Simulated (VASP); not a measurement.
# C in VASP: settings compared

C is run at these levels: PBE, PBEsol, r2SCAN; tasks: single point, relaxation of cell and atoms.

Program: VASP 6.6.1. These are calculated values, not measurements. Logs are shortened: lines on timing, memory, paths and dates and some standing lists are left out, and cuts for length are marked.

### 1 The cell of the first run

The typed cell holds 4 atoms: a = 2.467 Å, b = 2.467 Å, c = 8.388 Å, α = 90.00°, β = 90.00°, γ = 120.00°.

### 2 Single point, PBE

Contents of INCAR:

```
PREC = Accurate ; ENCUT = 520
EDIFF = 1E-6 ; ISMEAR = 0
SIGMA = 0.1 ; LREAL = False
LASPH = True ; NELM = 80
ALGO = Normal ; ISIF = 2
LWAVE = False ; LCHARG = False
GGA = PE ; NBANDS = 16
```

Contents of KPOINTS:

```
regular mesh
0
Gamma
  12 12 4
```

Contents of POSCAR:

```
C
1.0
    1.2333649161     -2.1361080419      0.0000000000
    1.2333649161      2.1361080419      0.0000000000
    0.0000000000      0.0000000000      8.3884630129
C
4
Direct
    0.0833330859      0.9166669141      0.7500164103
    0.5833330859      0.4166669141      0.2499835897
    0.9166669141      0.0833330859      0.2499835897
    0.4166669141      0.5833330859      0.7500164103
```

Potentials or basis: VASP PAW PBE potentials, release 64 (C).

Command:

```bash
$ cat potpaw_PBE.64/C/POTCAR > POTCAR
$ mpirun -np 1 vasp_std > vasp.out
```

OUTCAR:

```text
PREC = Accurate
   ENCUT = 520
   EDIFF = 1E-6
   ISMEAR = 0
   LREAL = False
   LASPH = True
   NELM = 80
   ISIF = 2
   GGA = PE

 ion  position               nearest neighbor table
   1  0.083  0.917  0.750-   4 1.42   4 1.42   4 1.42
   2  0.583  0.417  0.250-   3 1.42   3 1.42   3 1.42
   3  0.917  0.083  0.250-   2 1.42   2 1.42   2 1.42
   4  0.417  0.583  0.750-   1 1.42   1 1.42   1 1.42

  LATTYP: Found a base centered orthorhombic cell.
 ALAT       =     2.4667298322
 B/A-ratio  =     1.7319351426
 C/A-ratio  =     3.4006411660

  Lattice vectors:

 A1 = (   1.2333649161,  -2.1361080419,   0.0000000000)
 A2 = (   1.2333649161,   2.1361080419,   0.0000000000)
 A3 = (   0.0000000000,   0.0000000000,   8.3884630129)

Analysis of symmetry for initial positions (statically):
=====================================================================
 Subroutine PRICEL returns:
 Original cell was already a primitive cell.

 Routine SETGRP: Setting up the symmetry group for a
 base centered orthorhombic supercell.

 Subroutine GETGRP returns: Found  8 space group operations
 (whereof  4 operations were pure point group operations)
 out of a pool of  8 trial point group operations.

The static configuration has the point symmetry C_2h.
 The point group associated with its full space group is D_2h.

Analysis of symmetry for dynamics (positions and initial velocities):
=====================================================================
 Subroutine PRICEL returns:
 Original cell was already a primitive cell.

 Routine SETGRP: Setting up the symmetry group for a
 base centered orthorhombic supercell.

 Subroutine GETGRP returns: Found  8 space group operations
 (whereof  4 operations were pure point group operations)
 out of a pool of  8 trial point group operations.

The dynamic configuration has the point symmetry C_2h.
 The point group associated with its full space group is D_2h.

 Subroutine INISYM returns: Found  8 space group operations
 (whereof  4 operations are pure point group operations),
 and found     1 'primitive' translations

----------------------------------------------------------------------------------------

                                     Primitive cell

  volume of cell :      44.2005

  direct lattice vectors                    reciprocal lattice vectors
     1.233364916 -2.136108042  0.000000000     0.405395024 -0.234070557  0.000000000
     1.233364916  2.136108042  0.000000000     0.405395024  0.234070557  0.000000000
     0.000000000  0.000000000  8.388463013     0.000000000  0.000000000  0.119211350

  length of vectors
     2.466606289  2.466606289  8.388463013     0.468117668  0.468117668  0.119211350

  position of ions in fractional coordinates (direct lattice)
     0.083333086  0.916666914  0.750016410
     0.583333086  0.416666914  0.249983590
     0.916666914  0.083333086  0.249983590
     0.416666914  0.583333086  0.750016410

  ion indices of the primitive-cell ions
   primitive index   ion index
                 1           1
                 2           2
                 3           3
                 4           4

----------------------------------------------------------------------------------------

 KPOINTS: regular mesh

Automatic generation of k-mesh.
 Grid dimensions read from file:
 generate k-points for:   12   12    4

 Generating k-lattice:

  Cartesian coordinates                     Fractional coordinates (reciprocal lattice)
     0.033782919 -0.019505880  0.000000000     0.083333333  0.000000000  0.000000000
     0.033782919  0.019505880  0.000000000     0.000000000  0.083333333  0.000000000
     0.000000000  0.000000000  0.029802837     0.000000000  0.000000000  0.250000000

  Length of vectors
     0.039009806  0.039009806  0.029802837

  Shift w.r.t. Gamma in fractional coordinates (k-lattice)
     0.000000000  0.000000000  0.000000000

 Subroutine IBZKPT returns following result:
 ===========================================

 Found    129 irreducible k-points:

 Following reciprocal coordinates:
            Coordinates               Weight
  0.000000  0.000000  0.000000      1.000000
  0.083333 -0.000000  0.000000      4.000000
  0.166667  0.000000  0.000000      4.000000
  0.250000  0.000000  0.000000      4.000000
  0.333333  0.000000  0.000000      4.000000
  0.416667 -0.000000  0.000000      4.000000
[... 16 lines left out ...]
  0.500000  0.166667  0.000000      4.000000
 -0.416667  0.166667  0.000000      4.000000
 [... further k-points ...]
   k-points           NKPTS =    129   k-points in BZ     NKDIM =    129   number of bands    NBANDS=     16
   number of dos      NEDOS =    301   number of ions     NIONS =      4
   total plane-waves  NPLWV =  20736
   dimension x,y,z NGX =    18 NGY =   18 NGZ =   64
   dimension x,y,z NGXF=    36 NGYF=   36 NGZF=  128
   ions per type =               4
   NGX,Y,Z   is equivalent  to a cutoff of  12.13, 12.13, 12.68 a.u.
   NGXF,Y,Z  is equivalent  to a cutoff of  24.26, 24.26, 25.37 a.u.
 SYSTEM =  unknown system
   PREC   = accura    normal or accurate (medium, high low for compatibility)
   ISTART =      0    job   : 0-new  1-cont  2-samecut
   ICHARG =      2    charge: 1-file 2-atom 10-const
   ISPIN  =      1    spin polarized calculation?
   LNONCOLLINEAR =      F non collinear calculations
   LSORBIT =      F    spin-orbit coupling
   LASPH  =      T    aspherical Exc in radial PAW
   ENCUT  =  520.0 eV  38.22 Ry    6.18 a.u.   4.59  4.59 15.60*2*pi/ulx,y,z
   NELM   =     80;   NELMIN=  2; NELMDL= -5     # of ELM steps
   EDIFF  = 0.1E-05   stopping-criterion for ELM
   LREAL  =      F    real-space projection
   EDIFFG = 0.1E-04   stopping-criterion for IOM
   NSW    =      0    number of steps for IOM
   IBRION =     -1    ionic relax: 0-MD 1-quasi-New 2-CG
   NFREE  =      0    steps in history (QN), initial steepest desc. (CG)
   ISIF   =      2    stress and relaxation
   ISYM   =      2    0-nonsym 1-usesym 2-fastsym
   POTIM  = 0.5000    time-step for ionic-motion
   TEBEG  =    0.0;   TEEND  =   0.0 temperature during run
   PSTRESS=    0.0 pullay stress
   NELECT =      16.0000    total number of electrons
   NUPDOWN=      -1.0000    fix difference up-down
   EMIN   =  10.00;   EMAX   =-10.00  energy-range for DOS
   EFERMI =   0.00;   METHOD = LEGACY
   ISMEAR =     0;   SIGMA  =   0.10  broadening in eV -4-tet -1-fermi 0-gaus
   EFERMI_NEDOS =   21; number of points for ismear=-14 and -15
   IALGO  =     38    algorithm
   IMIX   =      4    mixing-type and parameters
     AMIX     =   0.40;   BMIX     =  1.00
     AMIX_MAG =   1.60;   BMIX_MAG =  1.00
  volume/ion in A,a.u.               =      11.05        74.57
  Fermi-wavevector in a.u.,A,eV,Ry     =   1.166736  2.204810 18.521227  1.361272
  Thomas-Fermi vector in A             =   2.303245
   LORBIT       =      0    0 simple, 1 ext, 2 COOP (PROOUT), +10 PAW based schemes
   GGA     = PE    functional components
   LHFCALC =     F    Hartree Fock is set to
   AEXX    =    0.0000 exact exchange contribution
   IVDW    =     0    specifies the selected vdW correction
   LEPSILON=     F    determine dielectric tensor
   LRPA    =     F    only Hartree local field effects (RPA)
 non-spin polarized calculation
 Gauss-broadening in eV      SIGMA  =   0.10
  energy-cutoff  :      520.00
  volume of cell :       44.20
 maximum number of plane-waves:      1214
   NGX =  9   NGY =  9   NGZ = 31

 number of electron      15.9999993 magnetization

 Free energy of the ion-electron system (eV)
  ---------------------------------------------------
  ext. energy  EPLUGINS =         0.00000000
  ---------------------------------------------------
  free energy    TOTEN  =       -36.89612101 eV

  energy without entropy =      -36.89404171  energy(sigma->0) =      -36.89508136

 E-fermi :   2.9067     XC(G=0):  -8.8246

 val. band max:        2.9066529172   @ k =   0.3333   0.3333   0.5000
 cond. band min:       2.9067031861   @ k =   0.3333   0.3333   0.5000
 fundamental gap:      0.0000502689
 Fermi energy:         2.9066772434

 k-point     1 :       0.0000    0.0000    0.0000
  band No.  band energies     occupation
      1     -16.6270      2.00000
      2     -16.5850      2.00000
      3      -4.9647      2.00000
      4      -4.4266      2.00000
      5      -0.1375      2.00000
      6      -0.1364      2.00000
[... 8 lines left out ...]
     15      13.7256      0.00000
     16      14.3147      0.00000

 k-point     2 :       0.0833   -0.0000    0.0000
  band No.  band energies     occupation
      1     -16.4628      2.00000
      2     -16.4213      2.00000
      3      -4.7669      2.00000
      4      -4.2335      2.00000
      5      -0.7885      2.00000
      6      -0.7854      2.00000
[... 8 lines left out ...]
     15      13.7449      0.00000
     16      13.7793      0.00000

 k-point     3 :       0.1667    0.0000    0.0000
  band No.  band energies     occupation
      1     -15.9718      2.00000
      2     -15.9319      2.00000
      3      -4.1784      2.00000
      4      -3.6596      2.00000
      5      -2.4278      2.00000
      6      -2.4213      2.00000
[... 8 lines left out ...]
     15      13.7450      0.00000
     16      13.7453      0.00000

 k-point     4 :       0.2500    0.0000    0.0000
  band No.  band energies     occupation
      1     -15.1601      2.00000
      2     -15.1227      2.00000
      3      -4.5275      2.00000
      4      -4.5168      2.00000
      5      -3.2171      2.00000
      6      -2.7256      2.00000
[... 8 lines left out ...]
     15      15.4645      0.00000
     16      16.2888      0.00000

 k-point     5 :       0.3333    0.0000    0.0000
  band No.  band energies     occupation
      1     -14.0397      2.00000
      2     -14.0060      2.00000
      3      -6.7319      2.00000
      4      -6.7165      2.00000
      5      -2.8756      2.00000
      6      -2.8756      2.00000
[... 8 lines left out ...]
     15      16.6975      0.00000
     16      18.0774      0.00000

 k-point     6 :       0.4167   -0.0000    0.0000
  band No.  band energies     occupation
      1     -12.6424      2.00000
      2     -12.6134      2.00000
      3      -8.8323      2.00000
      4      -8.8127      2.00000
      5      -3.3476      2.00000
      6      -3.3476      2.00000
[... 8 lines left out ...]
     15      16.0696      0.00000
     16      17.6210      0.00000

 k-point     7 :       0.5000    0.0000    0.0000
  band No.  band energies     occupation
      1     -11.3691      2.00000
      2     -11.3691      2.00000
      3     -10.3237      2.00000
      4     -10.3237      2.00000
      5      -3.5096      2.00000
      6      -3.5096      2.00000
[... 8 lines left out ...]
     15      15.9248      0.00000
     16      15.9248      0.00000

 k-point     8 :       0.0833    0.0833    0.0000
  band No.  band energies     occupation
      1     -16.1352      2.00000
      2     -16.0947      2.00000
      3      -4.3736      2.00000
      4      -3.8500      2.00000
      5      -1.8235      2.00000
      6      -1.8177      2.00000
[... 8 lines left out ...]
     15      12.7808      0.00000
     16      12.7896      0.00000

 k-point     9 :       0.1667    0.0833    0.0000
  band No.  band energies     occupation
      1     -15.4839      2.00000
      2     -15.4455      2.00000
      3      -3.5976      2.00000
      4      -3.5343      2.00000
      5      -3.5255      2.00000
      6      -3.0948      2.00000
[... 8 lines left out ...]
     15      14.2891      0.00000
     16      14.3107      0.00000
[... 172 lines left out ...]
 k-point    19 :       0.1667    0.1667    0.0000
  band No.  band energies     occupation
      1     -14.6781      2.00000
      2     -14.6423      2.00000
      3      -4.8655      2.00000
      4      -4.8543      2.00000
      5      -3.5122      2.00000
      6      -3.5048      2.00000
[... 8 lines left out ...]
     15      14.3986      0.00000
     16      14.4387      0.00000

 k-point    20 :       0.2500    0.1667    0.0000
  band No.  band energies     occupation
      1     -13.5688      2.00000
      2     -13.5364      2.00000
      3      -6.5936      2.00000
      4      -6.5788      2.00000
      5      -4.5684      2.00000
      6      -4.5590      2.00000
[... 8 lines left out ...]
     15      15.6860      0.00000
     16      16.0097      0.00000

 k-point    21 :       0.3333    0.1667    0.0000
  band No.  band energies     occupation
      1     -12.1915      2.00000
      2     -12.1639      2.00000
      3      -8.5045      2.00000
      4      -8.4858      2.00000
      5      -5.1439      2.00000
      6      -5.1339      2.00000
[... 8 lines left out ...]
     15      15.5346      0.00000
     16      16.0543      0.00000

 k-point    22 :       0.4167    0.1667    0.0000
  band No.  band energies     occupation
      1     -10.9474      2.00000
      2     -10.9473      2.00000
      3      -9.9262      2.00000
      4      -9.9254      2.00000
      5      -5.3284      2.00000
      6      -5.3185      2.00000
[... 8 lines left out ...]
     15      14.6563      0.00000
     16      14.9664      0.00000

 k-point    23 :       0.5000    0.1667    0.0000
  band No.  band energies     occupation
      1     -12.1912      2.00000
      2     -12.1634      2.00000
      3      -8.5042      2.00000
      4      -8.4872      2.00000
      5      -5.1432      2.00000
      6      -5.1341      2.00000
[... 8 lines left out ...]
     15      15.9695      0.00000
     16      16.0534      0.00000

 k-point    24 :      -0.4167    0.1667    0.0000
  band No.  band energies     occupation
      1     -13.5685      2.00000
      2     -13.5361      2.00000
      3      -6.5920      2.00000
      4      -6.5816      2.00000
      5      -4.5663      2.00000
      6      -4.5601      2.00000
[... 8 lines left out ...]
     15      15.6790      0.00000
     16      16.0143      0.00000

 [... further k-points ...]
[... 5 lines left out ...]
  --------------------------------------------------------------------------------------
  -------------------------------------------------------------------------------------
  Total        0.1534139      0.1538929     -0.0033835      0.0000000      0.0000000      0.0000000
  in kB        5.5609386      5.5783002     -0.1226447      0.0000000      0.0000000      0.0000000
  external PRESSURE =       3.6721980 kB  Pullay stress =       0.0000000 kB

 VOLUME and BASIS-vectors are now :
 -----------------------------------------------------------------------------
  energy-cutoff  :      520.00
  volume of cell :       44.20
      direct lattice vectors                 reciprocal lattice vectors
     1.233364916 -2.136108042  0.000000000     0.405395024 -0.234070557  0.000000000
     1.233364916  2.136108042  0.000000000     0.405395024  0.234070557  0.000000000
     0.000000000  0.000000000  8.388463013     0.000000000  0.000000000  0.119211350

 POSITION                                       TOTAL-FORCE (eV/Angst)
 -----------------------------------------------------------------------------------
      1.23336      1.78009      6.29148         0.000000      0.000217     -0.000008
      1.23336     -0.35602      2.09698         0.000000      0.000217      0.000008
      1.23336     -1.78009      2.09698         0.000000     -0.000217      0.000008
      1.23336      0.35602      6.29148         0.000000     -0.000217     -0.000008
 -----------------------------------------------------------------------------------
    total drift:                                0.000000      0.000000      0.000000

  FREE ENERGIE OF THE ION-ELECTRON SYSTEM (eV)
  ---------------------------------------------------
  free  energy   TOTEN  =       -36.8961210065 eV

  energy  without entropy=      -36.8940417050  energy(sigma->0) =      -36.89508136
```

Wall time 42 s (1 thread of AMD EPYC 9R45 (Zen 5), shared host); peak memory 0.16 GiB.

What came out:

* Free energy: -36.8961 eV
* Pressure: 0.4 GPa
* Band gap on the k mesh: zero (filled and empty bands touch)

(Continued in part 2 of 3.)
